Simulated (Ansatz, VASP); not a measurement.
# One calculation of AlCu, two programs

```
CELL_PARAMETERS angstrom
2.95700 0.00000 0.00000
0.00000 2.95700 0.00000
0.00000 0.00000 2.95700
ATOMIC_POSITIONS crystal
Al 0.00000 0.00000 0.00000
Cu 0.50000 0.50000 0.50000
```

Alike in both runs: task single point; functional PBEsol; k mesh 10 × 10 × 10; no spin polarisation.

|  | VASP | Ansatz |
| --- | --- | --- |
| version | VASP 6.6.1 | Ansatz 0.2.0 |
| potentials or method | VASP PAW PBE potentials, release 64 (Al, Cu_sv_GW), cutoff 700 eV | plane waves, PAW |
| occupations | methfessel-paxton of order 1, width 0.1 eV | methfessel-paxton of order 1 |
| valence electrons in the cell | 22 | 22 |

Ansatz gave:

```
pressure (GPa) : 0.4
```

Task: What did VASP give for the same quantities?

Result: Pressure (GPa): -1.5.

VASP's potentials were made for PBE, not for PBEsol.
